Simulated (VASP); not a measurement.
# TaN (P-6m2) in VASP: further runs, part 2 of 2

VASP 6.6.1. The steps go on from the part before.

## Step 3: Single point, PBEsol-based screened hybrid with 25 % exact exchange

This run uses another cell than the first one, of 10.50 Å³/atom.

File POSCAR:

```
TaN
1.0
    2.9132171050     -0.0000000029      0.0000000000
   -1.4566085500      2.5229200211      0.0000000000
    0.0000000000      0.0000000000      2.8559301539
Ta N
1 1
Direct
    0.3333333333      0.6666666667      0.5000000000
    0.0000000000      0.0000000000      0.0000000000
```

File INCAR.step1:

```
SYSTEM = TaN
PREC     = Accurate       ! precision mode
ENCUT    = 520            ! plane-wave cutoff, eV
EDIFF    = 1E-5           ! SCF threshold, eV
ISMEAR   = -1             ! smearing method
SIGMA    = 0.05           ! smearing width, eV
LREAL    = .FALSE.        ! projectors in reciprocal space
LASPH    = .TRUE.         ! aspherical terms in the spheres
NELM     = 120            ! most SCF steps
ALGO     = Normal         ! electronic algorithm
ISIF     = 2              ! what is computed and relaxed
LWAVE    = .TRUE.         ! write WAVECAR
LCHARG   = .FALSE.        ! write CHGCAR
NBANDS   = 16             ! bands
GGA      = PE             ! functional
GGA_COMPAT= .FALSE.
```

File INCAR.step2:

```
SYSTEM = TaN
PREC     = Accurate       ! precision mode
ENCUT    = 520            ! plane-wave cutoff, eV
EDIFF    = 1E-6           ! SCF threshold, eV
ISMEAR   = -1             ! smearing method
SIGMA    = 0.05           ! smearing width, eV
LREAL    = .FALSE.        ! projectors in reciprocal space
LASPH    = .TRUE.         ! aspherical terms in the spheres
NELM     = 120            ! most SCF steps
ALGO     = Normal         ! electronic algorithm
ISIF     = 2              ! what is computed and relaxed
LWAVE    = .FALSE.        ! write WAVECAR
LCHARG   = .FALSE.        ! write CHGCAR
GGA      = PS             ! functional
LHFCALC  = .TRUE.         ! exact exchange
AEXX     = 0.25           ! exact-exchange fraction
HFSCREEN = 0.207          ! screening, 1/A
PRECFOCK = Normal       
NBANDS   = 16             ! bands
ISTART   = 1            
GGA_COMPAT= .FALSE.
```

File KPOINTS:

```
Automatic mesh
0
G
  5 5 5
  0 0 0
```

Potentials or basis: VASP PAW PBE potentials, release 64 (Ta_sv_GW, N).

Run with:

```sh
cat potpaw_PBE.64/Ta_sv_GW/POTCAR potpaw_PBE.64/N/POTCAR > POTCAR
cp INCAR.step1 INCAR
mpirun -np 1 vasp_std > vasp.out
cp INCAR.step2 INCAR
mpirun -np 1 vasp_std > vasp.out
```

OUTCAR:

```text
SYSTEM = TaN
   PREC = Accurate
   ENCUT = 520
   EDIFF = 1E-6
   ISMEAR = -1
   LREAL = .FALSE.
   LASPH = .TRUE.
   NELM = 120
   ISIF = 2
   GGA = PS
   LHFCALC = .TRUE.
   AEXX = 0.25
   HFSCREEN = 0.207
   PRECFOCK = Normal
   ISTART = 1

 ion  position               nearest neighbor table
   1  0.333  0.667  0.500-   2 2.21   2 2.21   2 2.21   2 2.21   2 2.21   2 2.21
   2  0.000  0.000  0.000-   1 2.21   1 2.21   1 2.21   1 2.21   1 2.21   1 2.21

  LATTYP: Found a hexagonal cell.
 ALAT       =     2.9132171050
 C/A-ratio  =     0.9803355023

  Lattice vectors:

 A1 = (   2.9132171050,  -0.0000000029,   0.0000000000)
 A2 = (  -1.4566085500,   2.5229200211,   0.0000000000)
 A3 = (   0.0000000000,   0.0000000000,   2.8559301539)

Analysis of symmetry for initial positions (statically):
=====================================================================
 Subroutine PRICEL returns:
 Original cell was already a primitive cell.

 Routine SETGRP: Setting up the symmetry group for a
 hexagonal supercell.

 Subroutine GETGRP returns: Found 12 space group operations
 (whereof 12 operations were pure point group operations)
 out of a pool of 24 trial point group operations.

The static configuration has the point symmetry D_3h.

Analysis of symmetry for dynamics (positions and initial velocities):
=====================================================================
 Subroutine PRICEL returns:
 Original cell was already a primitive cell.

 Routine SETGRP: Setting up the symmetry group for a
 hexagonal supercell.

 Subroutine GETGRP returns: Found 12 space group operations
 (whereof 12 operations were pure point group operations)
 out of a pool of 24 trial point group operations.

The dynamic configuration has the point symmetry D_3h.

 Subroutine INISYM returns: Found 12 space group operations
 (whereof 12 operations are pure point group operations),
 and found     1 'primitive' translations

----------------------------------------------------------------------------------------

                                     Primitive cell

  volume of cell :      20.9906

  direct lattice vectors                    reciprocal lattice vectors
     2.913217105 -0.000000003  0.000000000     0.343263123  0.198183056  0.000000000
    -1.456608550  2.522920021  0.000000000     0.000000000  0.396366112  0.000000000
     0.000000000  0.000000000  2.855930154     0.000000000  0.000000000  0.350148619

  length of vectors
     2.913217105  2.913217105  2.855930154     0.396366112  0.396366112  0.350148619

  position of ions in fractional coordinates (direct lattice)
     0.333333333  0.666666667  0.500000000
     0.000000000  0.000000000  0.000000000

  ion indices of the primitive-cell ions
   primitive index   ion index
                 1           1
                 2           2

----------------------------------------------------------------------------------------
[... 33 lines left out ...]
  0.200000  0.000000  0.200000     12.000000
  0.400000  0.000000  0.200000     12.000000
  0.200000  0.200000  0.200000     12.000000
  0.400000  0.200000  0.200000     12.000000
  0.000000  0.000000  0.400000      2.000000
  0.200000  0.000000  0.400000     12.000000
  0.400000  0.000000  0.400000     12.000000
  0.200000  0.200000  0.400000     12.000000
  0.400000  0.200000  0.400000     12.000000
   k-points           NKPTS =     15   k-points in BZ     NKDIM =    125   number of bands    NBANDS=     16
   number of dos      NEDOS =    301   number of ions     NIONS =      2
   total plane-waves  NPLWV =  13824
   dimension x,y,z NGX =    24 NGY =   24 NGZ =   24
   dimension x,y,z NGXF=    48 NGYF=   48 NGZF=   48
   ions per type =               1   1
   NGX,Y,Z   is equivalent  to a cutoff of  13.70, 13.70, 13.97 a.u.
   NGXF,Y,Z  is equivalent  to a cutoff of  27.39, 27.39, 27.94 a.u.
 SYSTEM =  TaN
   PREC   = accura    normal or accurate (medium, high low for compatibility)
   ISTART =      1    job   : 0-new  1-cont  2-samecut
   ICHARG =      0    charge: 1-file 2-atom 10-const
   ISPIN  =      1    spin polarized calculation?
   LNONCOLLINEAR =      F non collinear calculations
   LSORBIT =      F    spin-orbit coupling
   LASPH  =      T    aspherical Exc in radial PAW
   ENCUT  =  520.0 eV  38.22 Ry    6.18 a.u.   5.42  5.42  5.31*2*pi/ulx,y,z
   NELM   =    120;   NELMIN=  2; NELMDL=  0     # of ELM steps
   EDIFF  = 0.1E-05   stopping-criterion for ELM
   LREAL  =      F    real-space projection
   EDIFFG = 0.1E-04   stopping-criterion for IOM
   NSW    =      0    number of steps for IOM
   IBRION =     -1    ionic relax: 0-MD 1-quasi-New 2-CG
   NFREE  =      0    steps in history (QN), initial steepest desc. (CG)
   ISIF   =      2    stress and relaxation
   ISYM   =      3    0-nonsym 1-usesym 2-fastsym
   POTIM  = 0.5000    time-step for ionic-motion
   TEBEG  =    0.0;   TEEND  =   0.0 temperature during run
   PSTRESS=    0.0 pullay stress
   NELECT =      18.0000    total number of electrons
   NUPDOWN=      -1.0000    fix difference up-down
   EMIN   =  10.00;   EMAX   =-10.00  energy-range for DOS
   EFERMI =   0.00;   METHOD = LEGACY
   ISMEAR =    -1;   SIGMA  =   0.05  broadening in eV -4-tet -1-fermi 0-gaus
   EFERMI_NEDOS =   21; number of points for ismear=-14 and -15
   IALGO  =     38    algorithm
   IMIX   =      1    mixing-type and parameters
     AMIX     =   0.40;   BMIX     =  1.00
     AMIX_MAG =   1.60;   BMIX_MAG =  1.00
  volume/ion in A,a.u.               =      10.50        70.83
  Fermi-wavevector in a.u.,A,eV,Ry     =   1.555336  2.939160 32.913467  2.419072
  Thomas-Fermi vector in A             =   2.659292
   LORBIT       =      0    0 simple, 1 ext, 2 COOP (PROOUT), +10 PAW based schemes
   GGA     = PS    functional components
   LHFCALC =     T    Hartree Fock is set to
   PRECFOCK=normal    Normal, Fast or Accurate (Low or Medium for compatibility)
   ENCUT4O =  -1.0   cutoff for four orbital integrals eV
   NKREDX  =     1    reduce k-point grid by
   NKREDY  =     1    reduce k-point grid by
   NKREDZ  =     1    reduce k-point grid by
   AEXX    =    0.2500 exact exchange contribution
   HFSCREEN=    0.2070 screening length (either q_TF or 0.3 A-1)
   HFSCREENC=   0.2070 screening length for correlation (either q_TF or 0.3 A-1)
   ENCUTFOCK=  -1.0 apply spherical cutoff to Coloumb kernel
   IVDW    =     0    specifies the selected vdW correction
   LEPSILON=     F    determine dielectric tensor
   LRPA    =     F    only Hartree local field effects (RPA)
 non-spin polarized calculation
  energy-cutoff  :      520.00
  volume of cell :       20.99
 maximum number of plane-waves:       575
 NGX is ok and might be reduce to    24
  NGX = 18; NGY = 18; NGZ = 16

 number of electron      18.0000000 magnetization

 Free energy of the ion-electron system (eV)
  ---------------------------------------------------
  ext. energy  EPLUGINS =         0.00000000
  ---------------------------------------------------
  free energy    TOTEN  =       -29.69237307 eV

  energy without entropy =      -29.69015500  energy(sigma->0) =      -29.69126404

 E-fermi :  12.7819     XC(G=0): -11.3724

 val. band max:       12.7818957669   @ k =   0.0000   0.0000   0.4000
 cond. band min:      12.7818957832   @ k =   0.0000   0.0000   0.4000
 fundamental gap:      0.0000000163
 Fermi energy:        12.7818957752

 k-point     1 :       0.0000    0.0000    0.0000
  band No.  band energies     occupation
      1     -59.9041      2.00000
      2     -24.6345      2.00000
      3     -24.3571      2.00000
      4     -24.3571      2.00000
      5      -7.5737      2.00000
      6       7.1059      2.00000
[... 262 lines left out ...]
      3     -25.3079      2.00000
      4     -24.7945      2.00000
      5      -5.2510      2.00000
      6       3.5649      2.00000
[... 8 lines left out ...]
     15      25.6915      0.00000
     16      27.0948      0.00000

------------------------ aborting loop because EDIFF is reached ----------------------------------------

  FORCE on cell =-STRESS in cart. coord.  units (eV):
  Direction    XX          YY          ZZ          XY          YZ          ZX
  --------------------------------------------------------------------------------------
  -------------------------------------------------------------------------------------
  Total       -0.3929162     -0.3929162     -0.3813038      0.0000000      0.0000000      0.0000000
  in kB      -29.9907018    -29.9907018    -29.1043426      0.0000000      0.0000000      0.0000000
  external PRESSURE =     -29.6952488 kB  Pullay stress =       0.0000000 kB

 VOLUME and BASIS-vectors are now :
 -----------------------------------------------------------------------------
  energy-cutoff  :      520.00
  volume of cell :       20.99
      direct lattice vectors                 reciprocal lattice vectors
     2.913217105 -0.000000003  0.000000000     0.343263123  0.198183056  0.000000000
    -1.456608550  2.522920021  0.000000000     0.000000000  0.396366112  0.000000000
     0.000000000  0.000000000  2.855930154     0.000000000  0.000000000  0.350148619

 POSITION                                       TOTAL-FORCE (eV/Angst)
 -----------------------------------------------------------------------------------
      0.00000      1.68195      1.42797        -0.000000      0.000000      0.000000
      0.00000      0.00000      0.00000         0.000000      0.000000      0.000000
 -----------------------------------------------------------------------------------
    total drift:                                0.000000     -0.000000     -0.000000

  FREE ENERGIE OF THE ION-ELECTRON SYSTEM (eV)
  ---------------------------------------------------
  free  energy   TOTEN  =       -29.6923730709 eV

  energy  without entropy=      -29.6901549999  energy(sigma->0) =      -29.69126404
```

Wall time 30 min (1 thread of Intel Xeon Platinum 8488C (Sapphire Rapids), shared host); peak memory 0.25 GiB.

What came out:

| Item | Value |
| --- | --- |
| Free energy | -29.6924 eV |
| Pressure | -3.0 GPa |
| Band gap on the k mesh | zero (filled and empty bands touch) |

Stress tensor (GPa, compression positive):
```
-3.00  0.00  0.00
 0.00 -3.00  0.00
 0.00  0.00 -2.91
```

Caveat: the k points lie up to 0.50 Å⁻¹ apart; the PAW data sets were made with another functional, which shifts forces and pressure a little; spin-orbit coupling is left out, which moves the levels of the heavy elements.
